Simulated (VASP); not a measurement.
Input of a VASP 6.6.1 run:

File INCAR:

```
PREC = Accurate
ENCUT = 550
EDIFF = 1E-6
ISMEAR = 0
SIGMA = 0.15
LREAL = False
LASPH = True
NELM = 300
ALGO = All
ISIF = 2
LWAVE = False
LCHARG = False
GGA = PS
NBANDS = 18
GGA_COMPAT = False
ISEARCH = 1
KPAR = 4
```

KPOINTS

```
regular mesh
0
Gamma
  18 18 14
```

The input POSCAR:

```
TiNi
1.0
    2.5990128500      0.0000000000      0.0000000000
    0.0000000000      2.5990128500      0.0000000000
    0.0000000000      0.0000000000      3.7604805000
Ti Ni
1 1
Direct
    0.5000000000      0.5000000000      0.5000000000
    0.0000000000      0.0000000000      0.0000000000
```

Potentials or basis: VASP PAW PBE potentials, release 64 (Ti_sv, Ni).

The run is started by

```console
$ cat potpaw_PBE.64/Ti_sv/POTCAR potpaw_PBE.64/Ni/POTCAR > POTCAR
$ mpirun -np 4 vasp_std > vasp.out
```

(1) Estimate the pressure.

(2) What does it give for the band gap on the k mesh?

Results:

(1) 1.2 GPa.

(2) zero (bands 11 and 12 overlap by 3.10 eV).

Caveat: the cell differs from its parent crystal (strain -0.050 along x and y, +0.050 along z); the stress differs along the axes, from -6 to 5 GPa; the PAW data sets were made with another functional, which shifts forces and pressure a little.
